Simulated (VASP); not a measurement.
Wanted: the native input for a VASP 6.6.1 run.

* Task: single point
* Functional: PBEsol
* Potentials or basis: VASP PAW PBE potentials, release 64 (Ba_sv)
* Cutoff: 520 eV
* k mesh: 10 × 10 × 10
* Occupations: gaussian, width 0.1 eV
* Spin: no spin polarisation
* Dipole correction: no
* Further INCAR settings: ALGO = Fast; EDIFF = 1e-06; NBANDS = 11

The structure of Ba lies in POSCAR:

```
Ba
1.0
   -2.6030750000      2.6179250000      2.5847250000
    2.6052250000     -2.6238250000      2.5927750000
    2.5803250000      2.6010750000     -2.5906250000
Ba
1
Direct
    0.0000000000      0.0000000000      0.0000000000
```

This cell differs from its parent crystal: the cell strained at random.

These files were run (other wordings do the same):

INCAR

```
ALGO = Fast
EDIFF = 1E-6
ENCUT = 520
GGA = PS
ISIF = 2
ISMEAR = 0
LASPH = True
LCHARG = True
LELF = True
LREAL = False
LVHAR = True
LWAVE = False
NBANDS = 11
NELM = 60
PREC = Accurate
SIGMA = 0.1
```

KPOINTS

```
k-points
0
Gamma
  10 10 10
```

Potentials or basis: VASP PAW PBE potentials, release 64 (Ba_sv).

Run with:

```sh
$ cat potpaw_PBE.64/Ba_sv/POTCAR > POTCAR
$ mpirun -np 1 vasp_std > vasp.out
```

Results of the run:

```
Pressure               : -1.3 GPa
Band gap on the k mesh : zero (band 5 reaches 1.47 eV, above the bottom of band 6 at 0.81 eV)
```

Caveat: the cell differs from its parent crystal (the cell strained at random); the PAW data sets were made with another functional, which shifts forces and pressure a little; spin-orbit coupling is left out, which moves the levels of the heavy elements.

It took 4.6 min on 1 thread of Intel(R) Xeon(R) Platinum 8488C (Sapphire Rapids), on a shared host, peak memory 0.51 GiB.
